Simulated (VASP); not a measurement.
# BaZrO3 (Pm-3m) in VASP: notebook

BaZrO3 is run at these levels: r2SCAN; tasks: relaxation of cell and atoms.

All numbers are computed with VASP 6.6.1; they aren't measurements. Logs are shortened: lines on timing, memory, paths and dates and some standing lists are left out, and cuts for length are marked.

**1. The cell of the first run**

The structure is cubic, space group Pm-3m (No. 221). The conventional cell has a = 4.205 Å, b = 4.205 Å, c = 4.205 Å, α = 90.00°, β = 90.00°, γ = 90.00°. Within 3.9 Å of Ba (site symmetry m-3m) lie 12 O at 2.97 Å and 8 Zr at 3.64 Å. Zr (site symmetry m-3m) has 6 O at 2.10 Å within 2.8 Å. Within 2.8 Å of O (site symmetry 4/mmm) lie 2 Zr at 2.10 Å.

**2. Relaxation of cell and atoms, r2SCAN, target pressure -2 GPa, at which the enthalpy is minimised**

POSCAR

```
BaZrO3
1.0
    4.2051719888      0.0000000000      0.0000000000
    0.0000000000      4.2051719888      0.0000000000
    0.0000000000      0.0000000000      4.2051719888
Ba Zr O
1 1 3
Direct
    0.0000000000      0.0000000000      0.0000000000
    0.5000000000      0.5000000000      0.5000000000
    0.0000000000      0.5000000000      0.5000000000
    0.5000000000      0.0000000000      0.5000000000
    0.5000000000      0.5000000000      0.0000000000
```

INCAR.step1

```
SYSTEM = BaZrO3
PREC     = Accurate       ! precision mode
ENCUT    = 600            ! plane-wave cutoff, eV
ISMEAR   = 0              ! smearing method
SIGMA    = 0.01           ! smearing width, eV
LREAL    = .False.        ! projectors in reciprocal space
LASPH    = .True.         ! aspherical terms in the spheres
NELM     = 60             ! most SCF steps
GGA      = PE             ! functional
ALGO     = Normal         ! electronic algorithm
EDIFF    = 1E-4           ! SCF threshold, eV
LWAVE    = .True.         ! write WAVECAR
LCHARG   = .False.        ! write CHGCAR
```

INCAR.step2

```
SYSTEM = BaZrO3
PREC     = Accurate       ! precision mode
ENCUT    = 600            ! plane-wave cutoff, eV
EDIFF    = 1E-7           ! SCF threshold, eV
ISMEAR   = 0              ! smearing method
SIGMA    = 0.01           ! smearing width, eV
LREAL    = .False.        ! projectors in reciprocal space
LASPH    = .True.         ! aspherical terms in the spheres
NELM     = 60             ! most SCF steps
ALGO     = Normal         ! electronic algorithm
ISIF     = 3              ! what is computed and relaxed
LWAVE    = .False.        ! write WAVECAR
LCHARG   = .False.        ! write CHGCAR
METAGGA  = R2SCAN         ! meta-GGA
LMIXTAU  = .True.       
IBRION   = 2              ! ionic algorithm
NSW      = 100            ! ionic steps
EDIFFG   = -0.002         ! ionic threshold
PSTRESS  = -20.0        
ISTART   = 1
```

KPOINTS

```
Automatic mesh
0
Gamma
  6 6 6
  0 0 0
```

Potentials or basis: VASP PAW PBE potentials, release 64 (Ba_sv, Zr_sv, O).

On the command line:

```console
$ cat potpaw_PBE.64/Ba_sv/POTCAR potpaw_PBE.64/Zr_sv/POTCAR potpaw_PBE.64/O/POTCAR > POTCAR
$ cp INCAR.step1 INCAR
$ mpirun -np 1 vasp_std > vasp.out
$ cp INCAR.step2 INCAR
$ mpirun -np 1 vasp_std > vasp.out
```

OUTCAR:

```text
SYSTEM = BaZrO3
   PREC = Accurate
   ENCUT = 600
   EDIFF = 1E-7
   ISMEAR = 0
   LREAL = .False.
   LASPH = .True.
   NELM = 60
   ISIF = 3
   METAGGA = R2SCAN
   IBRION = 2
   NSW = 100
   EDIFFG = -0.002
   PSTRESS = -20.0
   ISTART = 1

 ion  position               nearest neighbor table
   1  0.000  0.000  0.000-   3 2.97   4 2.97   5 2.97   3 2.97   4 2.97   3 2.97   5 2.97   3 2.97
                             4 2.97   5 2.97   4 2.97   5 2.97   2 3.64   2 3.64   2 3.64   2 3.64
   2  0.500  0.500  0.500-   3 2.10   4 2.10   5 2.10   5 2.10   4 2.10   3 2.10   1 3.64   1 3.64
                             1 3.64   1 3.64   1 3.64   1 3.64   1 3.64   1 3.64
   3  0.000  0.500  0.500-   2 2.10   2 2.10   1 2.97   1 2.97   1 2.97   1 2.97
   4  0.500  0.000  0.500-   2 2.10   2 2.10   1 2.97   1 2.97   1 2.97   1 2.97
   5  0.500  0.500  0.000-   2 2.10   2 2.10   1 2.97   1 2.97   1 2.97   1 2.97

  LATTYP: Found a simple cubic cell.
 ALAT       =     4.2051719888

  Lattice vectors:

 A1 = (   4.2051719888,   0.0000000000,   0.0000000000)
 A2 = (   0.0000000000,   4.2051719888,   0.0000000000)
 A3 = (   0.0000000000,   0.0000000000,   4.2051719888)

Analysis of symmetry for initial positions (statically):
=====================================================================
 Subroutine PRICEL returns:
 Original cell was already a primitive cell.

 Routine SETGRP: Setting up the symmetry group for a
 simple cubic supercell.

 Subroutine GETGRP returns: Found 48 space group operations
[... 9 lines left out ...]

 Routine SETGRP: Setting up the symmetry group for a
 simple cubic supercell.

 Subroutine GETGRP returns: Found 48 space group operations
[... 11 lines left out ...]
                                     Primitive cell

  volume of cell :      74.3620

  direct lattice vectors                    reciprocal lattice vectors
     4.205171989  0.000000000  0.000000000     0.237802402  0.000000000  0.000000000
     0.000000000  4.205171989  0.000000000     0.000000000  0.237802402  0.000000000
     0.000000000  0.000000000  4.205171989     0.000000000  0.000000000  0.237802402

  length of vectors
     4.205171989  4.205171989  4.205171989     0.237802402  0.237802402  0.237802402

  position of ions in fractional coordinates (direct lattice)
     0.000000000  0.000000000  0.000000000
     0.500000000  0.500000000  0.500000000
     0.000000000  0.500000000  0.500000000
     0.500000000  0.000000000  0.500000000
     0.500000000  0.500000000  0.000000000

  ion indices of the primitive-cell ions
   primitive index   ion index
                 1           1
                 2           2
                 3           3
                 4           4
                 5           5

----------------------------------------------------------------------------------------

 KPOINTS: Automatic mesh

Automatic generation of k-mesh.
 Grid dimensions read from file:
 generate k-points for:    6    6    6

 Generating k-lattice:

  Cartesian coordinates                     Fractional coordinates (reciprocal lattice)
     0.039633734  0.000000000  0.000000000     0.166666667  0.000000000  0.000000000
     0.000000000  0.039633734  0.000000000     0.000000000  0.166666667  0.000000000
     0.000000000  0.000000000  0.039633734     0.000000000  0.000000000  0.166666667

  Length of vectors
     0.039633734  0.039633734  0.039633734

  Shift w.r.t. Gamma in fractional coordinates (k-lattice)
     0.000000000  0.000000000  0.000000000

 Subroutine IBZKPT returns following result:
 ===========================================

 Found     20 irreducible k-points:

 Following reciprocal coordinates:
            Coordinates               Weight
  0.000000  0.000000  0.000000      1.000000
  0.166667  0.000000  0.000000      6.000000
  0.333333  0.000000  0.000000      6.000000
  0.500000  0.000000  0.000000      3.000000
  0.166667  0.166667  0.000000     12.000000
  0.333333  0.166667  0.000000     24.000000
[... 12 lines left out ...]
  0.500000  0.500000  0.333333      6.000000
  0.500000  0.500000  0.500000      1.000000
   k-points           NKPTS =     20   k-points in BZ     NKDIM =     20   number of bands    NBANDS=     24
   number of dos      NEDOS =    301   number of ions     NIONS =      5
   total plane-waves  NPLWV =  46656
   dimension x,y,z NGX =    36 NGY =   36 NGZ =   36
   dimension x,y,z NGXF=    72 NGYF=   72 NGZF=   72
   ions per type =               1   1   3
   NGX,Y,Z   is equivalent  to a cutoff of  14.23, 14.23, 14.23 a.u.
   NGXF,Y,Z  is equivalent  to a cutoff of  28.46, 28.46, 28.46 a.u.
 SYSTEM =  BaZrO3
   PREC   = accura    normal or accurate (medium, high low for compatibility)
   ISTART =      1    job   : 0-new  1-cont  2-samecut
   ICHARG =      0    charge: 1-file 2-atom 10-const
   ISPIN  =      1    spin polarized calculation?
   LNONCOLLINEAR =      F non collinear calculations
   LSORBIT =      F    spin-orbit coupling
   LASPH  =      T    aspherical Exc in radial PAW
   ENCUT  =  600.0 eV  44.10 Ry    6.64 a.u.   8.40  8.40  8.40*2*pi/ulx,y,z
   NELM   =     60;   NELMIN=  2; NELMDL=  0     # of ELM steps
   EDIFF  = 0.1E-06   stopping-criterion for ELM
   LREAL  =      F    real-space projection
   EDIFFG = -.2E-02   stopping-criterion for IOM
   NSW    =    100    number of steps for IOM
   IBRION =      2    ionic relax: 0-MD 1-quasi-New 2-CG
   NFREE  =      1    steps in history (QN), initial steepest desc. (CG)
   ISIF   =      3    stress and relaxation
   ISYM   =      2    0-nonsym 1-usesym 2-fastsym
   POTIM  = 0.5000    time-step for ionic-motion
   TEBEG  =    0.0;   TEEND  =   0.0 temperature during run
   PSTRESS=  -20.0 pullay stress
   NELECT =      40.0000    total number of electrons
   NUPDOWN=      -1.0000    fix difference up-down
   EMIN   =  10.00;   EMAX   =-10.00  energy-range for DOS
   EFERMI =   0.00;   METHOD = LEGACY
   ISMEAR =     0;   SIGMA  =   0.01  broadening in eV -4-tet -1-fermi 0-gaus
   EFERMI_NEDOS =   21; number of points for ismear=-14 and -15
   IALGO  =     38    algorithm
   IMIX   =      4    mixing-type and parameters
     AMIX     =   0.40;   BMIX     =  1.00
     AMIX_MAG =   1.60;   BMIX_MAG =  1.00
  volume/ion in A,a.u.               =      14.87       100.36
  Fermi-wavevector in a.u.,A,eV,Ry     =   1.331408  2.515996 24.118319  1.772646
  Thomas-Fermi vector in A             =   2.460421
   LORBIT       =      0    0 simple, 1 ext, 2 COOP (PROOUT), +10 PAW based schemes
   METAGGA = R2SCAN    functional components
   LHFCALC =     F    Hartree Fock is set to
   AEXX    =    0.0000 exact exchange contribution
   IVDW    =     0    specifies the selected vdW correction
   LEPSILON=     F    determine dielectric tensor
   LRPA    =     F    only Hartree local field effects (RPA)
 conjugate gradient relaxation of ions
 non-spin polarized calculation
 Gauss-broadening in eV      SIGMA  =   0.01
  energy-cutoff  :      600.00
  volume of cell :       74.36
 maximum number of plane-waves:      2517
 NGX is ok and might be reduce to    36
   NGX = 17   NGY = 17   NGZ = 17

--------------------------------------- Ionic step        1  -------------------------------------------

 number of electron      40.0000015 magnetization

 Free energy of the ion-electron system (eV)
  ---------------------------------------------------
  ext. energy  EPLUGINS =         0.00000000
  ---------------------------------------------------
  free energy    TOTEN  =       -85.11341630 eV

  energy without entropy =      -85.11341630  energy(sigma->0) =      -85.11341630

------------------------ aborting loop because EDIFF is reached ----------------------------------------

  FORCE on cell =-STRESS in cart. coord.  units (eV):
  Direction    XX          YY          ZZ          XY          YZ          ZX
  --------------------------------------------------------------------------------------
  -------------------------------------------------------------------------------------
  Total        0.4004173      0.4004173      0.4004173      0.0000000      0.0000000     -0.0000000
  in kB        8.6272448      8.6272448      8.6272448      0.0000000      0.0000000     -0.0000000
  external PRESSURE =      28.6272448 kB  Pullay stress =     -20.0000000 kB

 VOLUME and BASIS-vectors are now :
 -----------------------------------------------------------------------------
  energy-cutoff  :      600.00
  volume of cell :       74.36
      direct lattice vectors                 reciprocal lattice vectors
     4.205171989  0.000000000  0.000000000     0.237802402  0.000000000  0.000000000
     0.000000000  4.205171989  0.000000000     0.000000000  0.237802402  0.000000000
     0.000000000  0.000000000  4.205171989     0.000000000  0.000000000  0.237802402
[... 52 lines left out ...]
  FREE ENERGIE OF THE ION-ELECTRON SYSTEM (eV)
  ---------------------------------------------------
  free  energy   TOTEN  =       -85.0741974857 eV

  energy  without entropy=      -85.0741974857  energy(sigma->0) =      -85.07419749

  enthalpy is  TOTEN    =       -86.0386198174 eV   P V=       -0.9644223317

--------------------------------------- Ionic step        3  -------------------------------------------

 number of electron      40.0000022 magnetization

 Free energy of the ion-electron system (eV)
  ---------------------------------------------------
  ext. energy  EPLUGINS =         0.00000000
  ---------------------------------------------------
  free energy    TOTEN  =       -85.10839693 eV

  energy without entropy =      -85.10839693  energy(sigma->0) =      -85.10839693

 E-fermi :   3.3696     XC(G=0): -11.2389

 val. band max:        3.2882755305   @ k =   0.5000   0.5000   0.5000
 cond. band min:       6.9230399825   @ k =   0.0000   0.0000   0.0000
 fundamental gap:      3.6347644520
 Fermi energy:         3.3695707984

 k-point     1 :       0.0000    0.0000    0.0000
  band No.  band energies     occupation
      1     -45.4053      2.00000
      2     -22.8107      2.00000
      3     -22.8107      2.00000
      4     -22.8107      2.00000
      5     -22.7962      2.00000
      6     -14.0066      2.00000
[... 16 lines left out ...]
     23       6.9230      0.00000
     24       8.4177      0.00000
[... 533 lines left out ...]
 POSITION                                       TOTAL-FORCE (eV/Angst)
 -----------------------------------------------------------------------------------
      0.00000      0.00000      0.00000        -0.000000     -0.000000      0.000000
      2.11519      2.11519      2.11519         0.000000      0.000000      0.000000
      0.00000      2.11519      2.11519         0.000000      0.000000      0.000000
      2.11519      0.00000      2.11519        -0.000000     -0.000000      0.000000
      2.11519      2.11519      0.00000        -0.000000     -0.000000      0.000000
 -----------------------------------------------------------------------------------
    total drift:                                0.000000      0.000000      0.000000

  FREE ENERGIE OF THE ION-ELECTRON SYSTEM (eV)
  ---------------------------------------------------
  free  energy   TOTEN  =       -85.1083969320 eV

  energy  without entropy=      -85.1083969320  energy(sigma->0) =      -85.10839693

  enthalpy is  TOTEN    =       -86.0534500856 eV   P V=       -0.9450531536

 reached required accuracy - stopping structural energy minimisation
```

It took 3.3 min on 1 thread of Intel Xeon 6975P-C (Granite Rapids), shared host; peak memory 0.26 GiB.

Results:

* Free energy: -85.1084 eV
* Relaxed volume: 15.14 Å³/atom
* Relaxed cell: a = 4.230 Å, b = 4.230 Å, c = 4.230 Å, α = 90.00°, β = 90.00°, γ = 90.00°
* Space group after relaxing (to 0.05 Å): Pm-3m (No. 221)
* Energy change on relaxing (the enthalpy is what falls): +1.0 meV/atom
* Ionic steps: 3
* Pressure after relaxing: -2.0 GPa
* Band gap on the k mesh: 3.63 eV, indirect (least direct gap 3.91 eV)

Step by step:
| step | energy change (eV) | largest force (eV/Å) | pressure (GPa) | volume (Å³) |
| --- | --- | --- | --- | --- |
| 1 | 0.0000 | 0.0000 | 0.86 | 74.36 |
| 2 | 0.0392 | 0.0000 | -5.00 | 77.26 |
| 3 | 0.0050 | 0.0000 | -1.99 | 75.71 |

Final structure:
```
Ba Zr O
1.0
     4.23038    0.00000    0.00000
     0.00000    4.23038    0.00000
     0.00000    0.00000    4.23038
Ba Zr O
1 1 3
Direct
  0.00000 0.00000 0.00000
  0.50000 0.50000 0.50000
  0.00000 0.50000 0.50000
  0.50000 0.00000 0.50000
  0.50000 0.50000 0.00000
```

Caveat: the cell is relaxed towards a set pressure, so the enthalpy falls and the energy may rise; the PAW data sets were made with another functional, which shifts forces and pressure a little; spin-orbit coupling is left out, which moves the levels of the heavy elements. r2SCAN opens gaps a little over a GGA but as a rule still falls short of measured ones.

(Part 1 of 2 ends here.)
